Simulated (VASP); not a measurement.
# SiNi (Pnma) in VASP: a series of runs

Runs on SiNi. Level: PBE. Tasks: single point.

Everything below comes from runs of VASP 6.6.1. Logs are shortened: lines on timing, memory, paths and dates and some standing lists are left out, and cuts for length are marked.

**1. The cell of the first run**

The structure is orthorhombic, space group Pnma (No. 62). Conventional cell: a = 5.173 Å, b = 3.338 Å, c = 5.605 Å, α = 90.00°, β = 90.00°, γ = 90.00°. Ni (site symmetry m) has 6 Si at 2.28 to 2.40 Å and 4 Ni at 2.68 to 2.69 Å within 3.0 Å. Si (site symmetry m) has 6 Ni at 2.28 to 2.40 Å and 2 Si at 2.66 Å within 3.0 Å.

**2. Single point, PBE, collinear spin**

Contents of INCAR:

```
SYSTEM = SiNi
  ALGO = Normal
  EDIFF = 1E-6
  ENCUT = 520
  GGA = PE
  ISIF = 2
  ISMEAR = -1
  ISPIN = 2
  LASPH = .True.
  LCHARG = .False.
  LMAXMIX = 4
  LORBIT = 11
  LREAL = .False.
  LWAVE = .False.
  MAGMOM = 0.15 0.15 0.15 0.15 0 0 0 0
  NBANDS = 42
  NELM = 150
  NUPDOWN = 0.6
  PREC = Accurate
  SIGMA = 0.1
```

Contents of KPOINTS:

```
k-points
0
Gamma
  5 7 4
  0 0 0
```

Contents of POSCAR:

```
SiNi
1.0
    5.1731000000      0.0000000000      0.0000000000
    0.0000000000      3.3381000000      0.0000000000
    0.0000000000      0.0000000000      5.6049000000
Ni Si
4 4
Direct
    0.0077900000      0.2500000000      0.1875200000
    0.4922100000      0.7500000000      0.6875200000
    0.5077900000      0.2500000000      0.3124800000
    0.9922100000      0.7500000000      0.8124800000
    0.3212800000      0.7500000000      0.0825000000
    0.1787200000      0.2500000000      0.5825000000
    0.8212800000      0.7500000000      0.4175000000
    0.6787200000      0.2500000000      0.9175000000
```

Potentials or basis: VASP PAW PBE potentials, release 64 (Ni, Si).

Launch:

```console
> cat potpaw_PBE.64/Ni/POTCAR potpaw_PBE.64/Si/POTCAR > POTCAR
> mpirun -np 1 vasp_std > vasp.out
```

OUTCAR:

```text
SYSTEM = SiNi
   EDIFF = 1E-6
   ENCUT = 520
   GGA = PE
   ISIF = 2
   ISMEAR = -1
   ISPIN = 2
   LASPH = .True.
   LORBIT = 11
   LREAL = .False.
   NELM = 150
   NUPDOWN = 0.6
   PREC = Accurate

 ion  position               nearest neighbor table
   1  0.008  0.250  0.188-   8 2.28   7 2.32   7 2.32   6 2.38   5 2.40   5 2.40   3 2.68   3 2.68
                             4 2.69   4 2.69
   2  0.492  0.750  0.688-   7 2.28   8 2.32   8 2.32   5 2.38   6 2.40   6 2.40   4 2.68   4 2.68
                             3 2.69   3 2.69
   3  0.508  0.250  0.312-   6 2.28   5 2.32   5 2.32   8 2.38   7 2.40   7 2.40   1 2.68   1 2.68
                             2 2.69   2 2.69
   4  0.992  0.750  0.812-   5 2.28   6 2.32   6 2.32   7 2.38   8 2.40   8 2.40   2 2.68   2 2.68
                             1 2.69   1 2.69
   5  0.321  0.750  0.083-   4 2.28   3 2.32   3 2.32   2 2.38   1 2.40   1 2.40   8 2.66   8 2.66

   6  0.179  0.250  0.583-   3 2.28   4 2.32   4 2.32   1 2.38   2 2.40   2 2.40   7 2.66   7 2.66

   7  0.821  0.750  0.417-   2 2.28   1 2.32   1 2.32   4 2.38   3 2.40   3 2.40   6 2.66   6 2.66

   8  0.679  0.250  0.917-   1 2.28   2 2.32   2 2.32   3 2.38   4 2.40   4 2.40   5 2.66   5 2.66

  LATTYP: Found a simple orthorhombic cell.
 ALAT       =     3.3381000000
 B/A-ratio  =     1.5497139091
 C/A-ratio  =     1.6790689314

  Lattice vectors:

 A1 = (   0.0000000000,  -3.3381000000,   0.0000000000)
 A2 = (   5.1731000000,   0.0000000000,   0.0000000000)
 A3 = (   0.0000000000,   0.0000000000,   5.6049000000)

Analysis of symmetry for initial positions (statically):
=====================================================================
 Subroutine PRICEL returns:
 Original cell was already a primitive cell.

 Routine SETGRP: Setting up the symmetry group for a
 simple orthorhombic supercell.

 Subroutine GETGRP returns: Found  8 space group operations
 (whereof  2 operations were pure point group operations)
 out of a pool of  8 trial point group operations.

The static configuration has the point symmetry S_2 .
 The point group associated with its full space group is D_2h.

Analysis of symmetry for dynamics (positions and initial velocities):
=====================================================================
 Subroutine PRICEL returns:
 Original cell was already a primitive cell.

 Routine SETGRP: Setting up the symmetry group for a
 simple orthorhombic supercell.

 Subroutine GETGRP returns: Found  8 space group operations
 (whereof  2 operations were pure point group operations)
 out of a pool of  8 trial point group operations.

The dynamic configuration has the point symmetry S_2 .
 The point group associated with its full space group is D_2h.

Analysis of structural, dynamic, and magnetic symmetry:
=====================================================================
 Subroutine PRICEL returns:
 Original cell was already a primitive cell.

 Routine SETGRP: Setting up the symmetry group for a
 simple orthorhombic supercell.

 Subroutine GETGRP returns: Found  8 space group operations
 (whereof  2 operations were pure point group operations)
 out of a pool of  8 trial point group operations.

The overall configuration has the point symmetry S_2 .
 The point group associated with its full space group is D_2h.

 Subroutine INISYM returns: Found  8 space group operations
 (whereof  2 operations are pure point group operations),
 and found     1 'primitive' translations

----------------------------------------------------------------------------------------

                                     Primitive cell

  volume of cell :      96.7872

  direct lattice vectors                    reciprocal lattice vectors
     5.173100000  0.000000000  0.000000000     0.193307688  0.000000000  0.000000000
     0.000000000  3.338100000  0.000000000     0.000000000  0.299571613  0.000000000
     0.000000000  0.000000000  5.604900000     0.000000000  0.000000000  0.178415315

  length of vectors
     5.173100000  3.338100000  5.604900000     0.193307688  0.299571613  0.178415315

  position of ions in fractional coordinates (direct lattice)
     0.007790000  0.250000000  0.187520000
[... 52 lines left out ...]
  0.400000  0.142857  0.000000      4.000000
[... 16 lines left out ...]
  0.200000  0.428571  0.250000      8.000000
  0.400000  0.428571  0.250000      8.000000
 [... further k-points ...]
   k-points           NKPTS =     36   k-points in BZ     NKDIM =     36   number of bands    NBANDS=     42
   number of dos      NEDOS =    301   number of ions     NIONS =      8
   total plane-waves  NPLWV =  47040
   dimension x,y,z NGX =    40 NGY =   28 NGZ =   42
   dimension x,y,z NGXF=    80 NGYF=   56 NGZF=   84
   ions per type =               4   4
   NGX,Y,Z   is equivalent  to a cutoff of  12.85, 13.94, 12.46 a.u.
   NGXF,Y,Z  is equivalent  to a cutoff of  25.71, 27.89, 24.92 a.u.
 SYSTEM =  SiNi
   PREC   = accura    normal or accurate (medium, high low for compatibility)
   ISTART =      0    job   : 0-new  1-cont  2-samecut
   ICHARG =      2    charge: 1-file 2-atom 10-const
   ISPIN  =      2    spin polarized calculation?
   LNONCOLLINEAR =      F non collinear calculations
   LSORBIT =      F    spin-orbit coupling
   LASPH  =      T    aspherical Exc in radial PAW
   ENCUT  =  520.0 eV  38.22 Ry    6.18 a.u.   9.62  6.21 10.42*2*pi/ulx,y,z
   NELM   =    150;   NELMIN=  2; NELMDL= -5     # of ELM steps
   EDIFF  = 0.1E-05   stopping-criterion for ELM
   LREAL  =      F    real-space projection
[... 7 lines left out ...]
   TEBEG  =    0.0;   TEEND  =   0.0 temperature during run
   PSTRESS=    0.0 pullay stress
   NELECT =      56.0000    total number of electrons
   NUPDOWN=       0.6000    fix difference up-down
   EMIN   =  10.00;   EMAX   =-10.00  energy-range for DOS
   EFERMI =   0.00;   METHOD = LEGACY
   ISMEAR =    -1;   SIGMA  =   0.10  broadening in eV -4-tet -1-fermi 0-gaus
   EFERMI_NEDOS =   21; number of points for ismear=-14 and -15
   IALGO  =     38    algorithm
   IMIX   =      4    mixing-type and parameters
     AMIX     =   0.40;   BMIX     =  1.00
     AMIX_MAG =   1.60;   BMIX_MAG =  1.00
  volume/ion in A,a.u.               =      12.10        81.64
  Fermi-wavevector in a.u.,A,eV,Ry     =   1.364158  2.577886 25.319466  1.860928
  Thomas-Fermi vector in A             =   2.490499
   LORBIT       =     11    0 simple, 1 ext, 2 COOP (PROOUT), +10 PAW based schemes
   GGA     = PE    functional components
   LHFCALC =     F    Hartree Fock is set to
   AEXX    =    0.0000 exact exchange contribution
   IVDW    =     0    specifies the selected vdW correction
   LEPSILON=     F    determine dielectric tensor
   LRPA    =     F    only Hartree local field effects (RPA)
 spin polarized calculation
  energy-cutoff  :      520.00
  volume of cell :       96.79
 maximum number of plane-waves:      2634
 NGX is ok and might be reduce to    40
   NGX = 19   NGY = 13   NGZ = 21

 number of electron      55.9999991 magnetization       0.5999999

 Free energy of the ion-electron system (eV)
  ---------------------------------------------------
  ext. energy  EPLUGINS =         0.00000000
  ---------------------------------------------------
  free energy    TOTEN  =       -47.55205972 eV

  energy without entropy =      -47.46831990  energy(sigma->0) =      -47.51018981

 E-fermi :  10.1838     XC(G=0): -12.2179

 val. band max:       10.6841676646   @ k =   0.0000   0.2857   0.0000
 cond. band min:      10.1899449873   @ k =   0.2000   0.2857   0.0000
 fundamental gap:     -0.4942226772
 Fermi energy:        10.6948647283

 spin component 1

 k-point     1 :       0.0000    0.0000    0.0000
  band No.  band energies     occupation
      1      -2.5856      1.00000
      2       0.7127      1.00000
      3       2.0766      1.00000
      4       2.5758      1.00000
      5       3.9048      1.00000
      6       4.3679      1.00000
[... 1021 lines left out ...]
     39      17.1191      0.00000
     40      17.4585      0.00000

 [... further k-points ...]

 spin component 2

 k-point     1 :       0.0000    0.0000    0.0000
  band No.  band energies     occupation
      1      -2.5376      1.00000
      2       0.7764      1.00000
      3       2.1247      1.00000
      4       2.6164      1.00000
      5       3.9479      1.00000
      6       4.4130      1.00000
[... 1021 lines left out ...]
     39      17.1762      0.00000
     40      17.5098      0.00000

 [... further k-points ...]

 [bands above 40 left out]

------------------------ aborting loop because EDIFF is reached ----------------------------------------

  FORCE on cell =-STRESS in cart. coord.  units (eV):
  Direction    XX          YY          ZZ          XY          YZ          ZX
  --------------------------------------------------------------------------------------
  -------------------------------------------------------------------------------------
  Total        1.0872692      1.1912424      1.4672573     -0.0000000      0.0000000      0.0000000
  in kB       17.9982207     19.7193523     24.2883932     -0.0000000      0.0000000      0.0000000
  external PRESSURE =      20.6686554 kB  Pullay stress =       0.0000000 kB

 VOLUME and BASIS-vectors are now :
 -----------------------------------------------------------------------------
  energy-cutoff  :      520.00
  volume of cell :       96.79
      direct lattice vectors                 reciprocal lattice vectors
     5.173100000  0.000000000  0.000000000     0.193307688  0.000000000  0.000000000
     0.000000000  3.338100000  0.000000000     0.000000000  0.299571613  0.000000000
     0.000000000  0.000000000  5.604900000     0.000000000  0.000000000  0.178415315

 POSITION                                       TOTAL-FORCE (eV/Angst)
 -----------------------------------------------------------------------------------
      0.04030      0.83452      1.05103         0.041428      0.000000      0.038680
      2.54625      2.50357      3.85348        -0.041428      0.000000      0.038680
      2.62685      0.83452      1.75142         0.041428     -0.000000     -0.038680
      5.13280      2.50357      4.55387        -0.041428      0.000000     -0.038680
      1.66201      2.50357      0.46240         0.020974     -0.000000      0.019558
      0.92454      0.83452      3.26485        -0.020974      0.000000      0.019558
      4.24856      2.50357      2.34005         0.020974     -0.000000     -0.019558
      3.51109      0.83452      5.14250        -0.020974     -0.000000     -0.019558
 -----------------------------------------------------------------------------------
    total drift:                               -0.000000      0.000000     -0.000000

  FREE ENERGIE OF THE ION-ELECTRON SYSTEM (eV)
  ---------------------------------------------------
  free  energy   TOTEN  =       -47.5520597194 eV

  energy  without entropy=      -47.4683198967  energy(sigma->0) =      -47.51018981

 total charge

# of ion       s       p       d       tot
------------------------------------------
    1        0.499   0.641   8.444   9.584
    2        0.499   0.641   8.444   9.584
    3        0.499   0.641   8.444   9.584
    4        0.499   0.641   8.444   9.584
    5        0.761   0.854   0.000   1.615
    6        0.761   0.854   0.000   1.615
    7        0.761   0.854   0.000   1.615
    8        0.761   0.854   0.000   1.615
--------------------------------------------------
tot          5.040   5.980  33.776  44.796

 magnetization (x)

# of ion       s       p       d       tot
------------------------------------------
    1        0.003   0.010   0.089   0.102
    2        0.003   0.010   0.089   0.102
    3        0.003   0.010   0.089   0.102
    4        0.003   0.010   0.089   0.102
    5        0.007   0.016   0.000   0.022
    6        0.007   0.016   0.000   0.022
    7        0.007   0.016   0.000   0.022
    8        0.007   0.016   0.000   0.022
--------------------------------------------------
tot          0.038   0.102   0.357   0.496
```

Run time: 8.6 min. Hardware: 1 thread of Oxide Virtual Turin-like, shared host; peak memory 0.33 GiB.

What came out:

- Free energy: -47.5521 eV
- Pressure: 2.1 GPa
- Largest force: 0.057 eV/Å
- Net moment: 0.60 μB per cell
- Site moments: Ni +0.10; Si +0.02 μB
- Valence electrons inside the program's atomic spheres: Ni 9.58; Si 1.61

Forces in eV/Å, atoms in the order of the input:
```
Ni   0.041  0.000  0.039
Ni  -0.041  0.000  0.039
Ni   0.041  0.000 -0.039
Ni  -0.041  0.000 -0.039
Si   0.021  0.000  0.020
Si  -0.021  0.000  0.020
Si   0.021  0.000 -0.020
Si  -0.021  0.000 -0.020
```

Stress tensor (GPa, compression positive):
```
1.80 0.00 0.00
0.00 1.97 0.00
0.00 0.00 2.43
```

Caveat: the total moment is fixed, so each spin has its own Fermi level and the state may be an excited one.

**3. Single point, PBE, collinear spin, ferromagnetic start**

Contents of INCAR:

```
SYSTEM = SiNi
ALGO = Normal
EDIFF = 1E-6
ENCUT = 520
GGA = PE
ISIF = 2
ISMEAR = -1
ISPIN = 2
LASPH = .True.
LCHARG = .False.
LMAXMIX = 4
LORBIT = 11
LREAL = .False.
LWAVE = .False.
MAGMOM = 0.45 0.45 0.45 0.45 0 0 0 0
NBANDS = 42
NELM = 150
NUPDOWN = 1.8
PREC = Accurate
SIGMA = 0.1
```

KPOINTS is that of step 2.

POSCAR is that of step 2.

Potentials or basis: VASP PAW PBE potentials, release 64 (Ni, Si).

Launch:

```console
> cat potpaw_PBE.64/Ni/POTCAR potpaw_PBE.64/Si/POTCAR > POTCAR
> mpirun -np 1 vasp_std > vasp.out
```

OUTCAR:

```text
SYSTEM = SiNi
   EDIFF = 1E-6
   ENCUT = 520
   GGA = PE
   ISIF = 2
   ISMEAR = -1
   ISPIN = 2
   LASPH = .True.
   LORBIT = 11
   LREAL = .False.
   NELM = 150
   NUPDOWN = 1.8
   PREC = Accurate

 ion  position               nearest neighbor table
   1  0.008  0.250  0.188-   8 2.28   7 2.32   7 2.32   6 2.38   5 2.40   5 2.40   3 2.68   3 2.68
                             4 2.69   4 2.69
   2  0.492  0.750  0.688-   7 2.28   8 2.32   8 2.32   5 2.38   6 2.40   6 2.40   4 2.68   4 2.68
                             3 2.69   3 2.69
   3  0.508  0.250  0.312-   6 2.28   5 2.32   5 2.32   8 2.38   7 2.40   7 2.40   1 2.68   1 2.68
                             2 2.69   2 2.69
   4  0.992  0.750  0.812-   5 2.28   6 2.32   6 2.32   7 2.38   8 2.40   8 2.40   2 2.68   2 2.68
[... 2329 lines left out ...]
      1.66201      2.50357      0.46240         0.082193     -0.000000     -0.026472
      0.92454      0.83452      3.26485        -0.082193     -0.000000     -0.026472
      4.24856      2.50357      2.34005         0.082193     -0.000000      0.026472
      3.51109      0.83452      5.14250        -0.082193     -0.000000      0.026472
 -----------------------------------------------------------------------------------
    total drift:                               -0.000000      0.000000     -0.000000

  FREE ENERGIE OF THE ION-ELECTRON SYSTEM (eV)
  ---------------------------------------------------
  free  energy   TOTEN  =       -47.0508782952 eV

  energy  without entropy=      -46.9500739861  energy(sigma->0) =      -47.00047614

 total charge

# of ion       s       p       d       tot
------------------------------------------
    1        0.500   0.642   8.434   9.577
    2        0.500   0.642   8.434   9.577
    3        0.500   0.642   8.434   9.577
    4        0.500   0.642   8.434   9.577
    5        0.764   0.856   0.000   1.620
    6        0.764   0.856   0.000   1.620
    7        0.764   0.856   0.000   1.620
    8        0.764   0.856   0.000   1.620
--------------------------------------------------
tot          5.055   5.994  33.736  44.786

 magnetization (x)

# of ion       s       p       d       tot
------------------------------------------
    1        0.009   0.029   0.274   0.312
    2        0.009   0.029   0.274   0.312
    3        0.009   0.029   0.274   0.312
    4        0.009   0.029   0.274   0.312
    5        0.019   0.044   0.000   0.063
    6        0.019   0.044   0.000   0.063
    7        0.019   0.044   0.000   0.063
    8        0.019   0.044   0.000   0.063
--------------------------------------------------
tot          0.114   0.293   1.096   1.502
```

stdout:

```text
POSCAR found type information on POSCAR NiSi
 POSCAR found :  2 types and       8 ions
 scaLAPACK will be used
 LDA part: xc-table for (Slater+PW92), standard interpolation
 POSCAR, INCAR and KPOINTS ok, starting setup
 FFT: planning ... GRIDC
 FFT: planning ... GRID_SOFT
 FFT: planning ... GRID
 WAVECAR not read
 entering main loop
```

It took 8.6 min on 1 thread of Oxide Virtual Turin-like, shared host; peak memory 0.34 GiB.

What came out:

```yaml
Free_energy: -47.0509 eV
Pressure: 3.4 GPa
Largest_force: 0.140 eV/Å
Net_moment: 1.80 μB per cell
Site_moments: Ni +0.31; Si +0.06 μB
Valence_electrons_inside_the_program's_atomic_spheres: Ni 9.58; Si 1.62
```

Forces in eV/Å, atoms in the order of the input:
```
Ni   0.060  0.000  0.127
Ni  -0.060  0.000  0.127
Ni   0.060  0.000 -0.127
Ni  -0.060  0.000 -0.127
Si   0.082  0.000 -0.026
Si  -0.082  0.000 -0.026
Si   0.082  0.000  0.026
Si  -0.082  0.000  0.026
```

Stress tensor (GPa, compression positive):
```
3.14 0.00 0.00
0.00 2.22 0.00
0.00 0.00 4.94
```

Caveat: the cell stands under pressure; the total moment is fixed, so each spin has its own Fermi level and the state may be an excited one.
